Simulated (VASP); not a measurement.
# MgO (Fm-3m) in VASP: notebook, part 2 of 2

VASP 6.6.1. Earlier steps stand in the parts before.

### Step 3. Single point, r2SCAN

Contents of POSCAR:

```
MgO
1.0
    0.0000000000      2.1021671475      2.1021671475
    2.1021671475      0.0000000000      2.1021671475
    2.1021671475      2.1021671475      0.0000000000
Mg O
1 1
Direct
    0.0000000000      0.0000000000      0.0000000000
    0.5000000000      0.5000000000      0.5000000000
```

Contents of INCAR.step1:

```
SYSTEM = MgO
PREC = Accurate ; ENCUT = 660
ISMEAR = 0 ; SIGMA = 0.01
LREAL = .FALSE. ; LASPH = .TRUE.
NELM = 120 ; NBANDS = 15
GGA = PE ; ALGO = Normal
EDIFF = 1E-5 ; LWAVE = .TRUE.
LCHARG = .FALSE. ; GGA_COMPAT = .FALSE.
```

Contents of INCAR.step2:

```
SYSTEM = MgO
PREC = Accurate ; ENCUT = 660
EDIFF = 1E-6 ; ISMEAR = 0
SIGMA = 0.01 ; LREAL = .FALSE.
LASPH = .TRUE. ; NELM = 120
ALGO = Normal ; ISIF = 2
LWAVE = .FALSE. ; LCHARG = .FALSE.
METAGGA = R2SCAN ; LMIXTAU = .TRUE.
NBANDS = 15 ; ISTART = 1
GGA_COMPAT = .FALSE.
```

Contents of KPOINTS:

```
Automatic mesh
0
G
  10 10 10
  0 0 0
```

Potentials or basis: VASP PAW PBE potentials, release 64 (Mg_sv, O).

Run with:

```
$ cat potpaw_PBE.64/Mg_sv/POTCAR potpaw_PBE.64/O/POTCAR > POTCAR
$ cp INCAR.step1 INCAR
$ mpirun -np 1 vasp_std > vasp.out
$ cp INCAR.step2 INCAR
$ mpirun -np 1 vasp_std > vasp.out
```

OUTCAR:

```text
SYSTEM = MgO
   PREC = Accurate
   ENCUT = 660
   EDIFF = 1E-6
   ISMEAR = 0
   LREAL = .FALSE.
   LASPH = .TRUE.
   NELM = 120
   ISIF = 2
   METAGGA = R2SCAN
   ISTART = 1

 ion  position               nearest neighbor table
   1  0.000  0.000  0.000-   2 2.10   2 2.10   2 2.10   2 2.10   2 2.10   2 2.10
   2  0.500  0.500  0.500-   1 2.10   1 2.10   1 2.10   1 2.10   1 2.10   1 2.10

  LATTYP: Found a face centered cubic cell.
 ALAT       =     4.2043342950

  Lattice vectors:

 A1 = (   0.0000000000,   2.1021671475,   2.1021671475)
 A2 = (   2.1021671475,   0.0000000000,   2.1021671475)
 A3 = (   2.1021671475,   2.1021671475,   0.0000000000)

Analysis of symmetry for initial positions (statically):
=====================================================================
 Subroutine PRICEL returns:
 Original cell was already a primitive cell.

 Routine SETGRP: Setting up the symmetry group for a
 face centered cubic supercell.

 Subroutine GETGRP returns: Found 48 space group operations
 (whereof 48 operations were pure point group operations)
 out of a pool of 48 trial point group operations.

The static configuration has the point symmetry O_h .

Analysis of symmetry for dynamics (positions and initial velocities):
=====================================================================
 Subroutine PRICEL returns:
 Original cell was already a primitive cell.

 Routine SETGRP: Setting up the symmetry group for a
 face centered cubic supercell.

 Subroutine GETGRP returns: Found 48 space group operations
 (whereof 48 operations were pure point group operations)
 out of a pool of 48 trial point group operations.

The dynamic configuration has the point symmetry O_h .

 Subroutine INISYM returns: Found 48 space group operations
 (whereof 48 operations are pure point group operations),
 and found     1 'primitive' translations

----------------------------------------------------------------------------------------

                                     Primitive cell

  volume of cell :      18.5794

  direct lattice vectors                    reciprocal lattice vectors
     0.000000000  2.102167147  2.102167147    -0.237849783  0.237849783  0.237849783
     2.102167147  0.000000000  2.102167147     0.237849783 -0.237849783  0.237849783
     2.102167147  2.102167147  0.000000000     0.237849783  0.237849783 -0.237849783

  length of vectors
     2.972913290  2.972913290  2.972913290     0.411967909  0.411967909  0.411967909

  position of ions in fractional coordinates (direct lattice)
     0.000000000  0.000000000  0.000000000
     0.500000000  0.500000000  0.500000000

  ion indices of the primitive-cell ions
   primitive index   ion index
                 1           1
                 2           2

----------------------------------------------------------------------------------------

 KPOINTS: Automatic mesh

Automatic generation of k-mesh.
 Grid dimensions read from file:
 generate k-points for:   10   10   10

 Generating k-lattice:

  Cartesian coordinates                     Fractional coordinates (reciprocal lattice)
    -0.023784978  0.023784978  0.023784978     0.100000000  0.000000000  0.000000000
     0.023784978 -0.023784978  0.023784978     0.000000000  0.100000000  0.000000000
     0.023784978  0.023784978 -0.023784978     0.000000000  0.000000000  0.100000000

  Length of vectors
     0.041196791  0.041196791  0.041196791

  Shift w.r.t. Gamma in fractional coordinates (k-lattice)
     0.000000000  0.000000000  0.000000000

 Subroutine IBZKPT returns following result:
 ===========================================

 Found     47 irreducible k-points:

 Following reciprocal coordinates:
            Coordinates               Weight
  0.000000  0.000000  0.000000      1.000000
  0.100000  0.000000  0.000000      8.000000
  0.200000  0.000000  0.000000      8.000000
  0.300000  0.000000  0.000000      8.000000
  0.400000  0.000000  0.000000      8.000000
  0.500000  0.000000  0.000000      4.000000
[... 16 lines left out ...]
  0.300000  0.300000  0.000000      6.000000
  0.400000  0.300000  0.000000     24.000000
 [... further k-points ...]
   k-points           NKPTS =     47   k-points in BZ     NKDIM =     47   number of bands    NBANDS=     15
   number of dos      NEDOS =    301   number of ions     NIONS =      2
   total plane-waves  NPLWV =  21952
   dimension x,y,z NGX =    28 NGY =   28 NGZ =   28
   dimension x,y,z NGXF=    56 NGYF=   56 NGZF=   56
   ions per type =               1   1
   NGX,Y,Z   is equivalent  to a cutoff of  15.66, 15.66, 15.66 a.u.
   NGXF,Y,Z  is equivalent  to a cutoff of  31.32, 31.32, 31.32 a.u.
 SYSTEM =  MgO
   PREC   = accura    normal or accurate (medium, high low for compatibility)
   ISTART =      1    job   : 0-new  1-cont  2-samecut
   ICHARG =      0    charge: 1-file 2-atom 10-const
   ISPIN  =      1    spin polarized calculation?
   LNONCOLLINEAR =      F non collinear calculations
   LSORBIT =      F    spin-orbit coupling
   LASPH  =      T    aspherical Exc in radial PAW
   ENCUT  =  660.0 eV  48.51 Ry    6.96 a.u.   6.23  6.23  6.23*2*pi/ulx,y,z
   NELM   =    120;   NELMIN=  2; NELMDL=  0     # of ELM steps
   EDIFF  = 0.1E-05   stopping-criterion for ELM
   LREAL  =      F    real-space projection
   EDIFFG = 0.1E-04   stopping-criterion for IOM
   NSW    =      0    number of steps for IOM
   IBRION =     -1    ionic relax: 0-MD 1-quasi-New 2-CG
   NFREE  =      0    steps in history (QN), initial steepest desc. (CG)
   ISIF   =      2    stress and relaxation
   ISYM   =      2    0-nonsym 1-usesym 2-fastsym
   POTIM  = 0.5000    time-step for ionic-motion
   TEBEG  =    0.0;   TEEND  =   0.0 temperature during run
   PSTRESS=    0.0 pullay stress
   NELECT =      16.0000    total number of electrons
   NUPDOWN=      -1.0000    fix difference up-down
   EMIN   =  10.00;   EMAX   =-10.00  energy-range for DOS
   EFERMI =   0.00;   METHOD = LEGACY
   ISMEAR =     0;   SIGMA  =   0.01  broadening in eV -4-tet -1-fermi 0-gaus
   EFERMI_NEDOS =   21; number of points for ismear=-14 and -15
   IALGO  =     38    algorithm
   IMIX   =      4    mixing-type and parameters
     AMIX     =   0.40;   BMIX     =  1.00
     AMIX_MAG =   1.60;   BMIX_MAG =  1.00
  volume/ion in A,a.u.               =       9.29        62.69
  Fermi-wavevector in a.u.,A,eV,Ry     =   1.557534  2.943313 33.006546  2.425913
  Thomas-Fermi vector in A             =   2.661170
   LORBIT       =      0    0 simple, 1 ext, 2 COOP (PROOUT), +10 PAW based schemes
   METAGGA = R2SCAN    functional components
   LHFCALC =     F    Hartree Fock is set to
   AEXX    =    0.0000 exact exchange contribution
   IVDW    =     0    specifies the selected vdW correction
   LEPSILON=     F    determine dielectric tensor
   LRPA    =     F    only Hartree local field effects (RPA)
 non-spin polarized calculation
 Gauss-broadening in eV      SIGMA  =   0.01
  energy-cutoff  :      660.00
  volume of cell :       18.58
 maximum number of plane-waves:       728
 NGX is ok and might be reduce to    28
   NGX = 13   NGY = 13   NGZ = 13

 number of electron      15.9999994 magnetization

 Free energy of the ion-electron system (eV)
  ---------------------------------------------------
  ext. energy  EPLUGINS =         0.00000000
  ---------------------------------------------------
  free energy    TOTEN  =       -16.17319006 eV

  energy without entropy =      -16.17319006  energy(sigma->0) =      -16.17319006

 E-fermi :   2.8352     XC(G=0): -12.0706

 val. band max:        2.5484476070   @ k =   0.0000   0.0000   0.0000
 cond. band min:       8.2605366663   @ k =   0.0000   0.0000   0.0000
 fundamental gap:      5.7120890593
 Fermi energy:         2.8351747466

 k-point     1 :       0.0000    0.0000    0.0000
  band No.  band energies     occupation
      1     -72.4024      2.00000
      2     -37.4948      2.00000
      3     -37.4948      2.00000
      4     -37.4948      2.00000
      5     -15.6668      2.00000
      6       2.5484      2.00000
      7       2.5484      2.00000
      8       2.5484      2.00000
      9       8.2605      0.00000
     10      19.4409      0.00000
     11      19.4409      0.00000
     12      19.4409      0.00000
     13      23.5651      0.00000
     14      25.3987      0.00000
[... 401 lines left out ...]
      2     -37.5548      2.00000
      3     -37.5188      2.00000
      4     -37.5164      2.00000
      5     -14.4479      2.00000
      6      -1.0293      2.00000
      7       1.2296      2.00000
      8       1.4433      2.00000
      9      13.2331      0.00000
     10      13.7369      0.00000
     11      17.4630      0.00000
     12      22.1702      0.00000
     13      22.3895      0.00000
     14      28.9617      0.00000
     15      31.2217      0.00000

 [... further k-points ...]
[... 5 lines left out ...]
  --------------------------------------------------------------------------------------
  -------------------------------------------------------------------------------------
  Total       -0.0197489     -0.0197489     -0.0197489      0.0000000      0.0000000      0.0000000
  in kB       -1.7030246     -1.7030246     -1.7030246      0.0000000      0.0000000      0.0000000
  external PRESSURE =      -1.7030246 kB  Pullay stress =       0.0000000 kB

 VOLUME and BASIS-vectors are now :
 -----------------------------------------------------------------------------
  energy-cutoff  :      660.00
  volume of cell :       18.58
      direct lattice vectors                 reciprocal lattice vectors
     0.000000000  2.102167147  2.102167147    -0.237849783  0.237849783  0.237849783
     2.102167147  0.000000000  2.102167147     0.237849783 -0.237849783  0.237849783
     2.102167147  2.102167147  0.000000000     0.237849783  0.237849783 -0.237849783

 POSITION                                       TOTAL-FORCE (eV/Angst)
 -----------------------------------------------------------------------------------
      0.00000      0.00000      0.00000         0.000000      0.000000      0.000000
      2.10217      2.10217      2.10217         0.000000     -0.000000     -0.000000
 -----------------------------------------------------------------------------------
    total drift:                                0.000000      0.000000      0.000000

  FREE ENERGIE OF THE ION-ELECTRON SYSTEM (eV)
  ---------------------------------------------------
  free  energy   TOTEN  =       -16.1731900603 eV

  energy  without entropy=      -16.1731900603  energy(sigma->0) =      -16.17319006
```

Run time: 39 s. Hardware: 1 thread of Intel Xeon 6975P-C (Granite Rapids), shared host; peak memory 0.16 GiB.

What came out:

```yaml
Free_energy: -16.1732 eV
Pressure: -0.2 GPa
Band_gap_on_the_k_mesh: 5.71 eV, direct
```

Caveat: the PAW data sets were made with another functional, which shifts forces and pressure a little.

### Step 4. Comparison with measurements

Step 2. Against the measured gap of MgO, 7.83 eV (quoted in “Electronic structure of alkaline earth and post-transition metal oxides”, 2009, arxiv:0908.1581), the calculated 5.66 eV is off by -2.17 eV. The value is that of r2SCAN, without temperature or zero-point motion.

Step 3. Against the measured gap of MgO, 7.83 eV (quoted in “Electronic structure of alkaline earth and post-transition metal oxides”, 2009, arxiv:0908.1581), the calculated 5.71 eV is off by -2.12 eV. The value is that of r2SCAN, without temperature or zero-point motion.
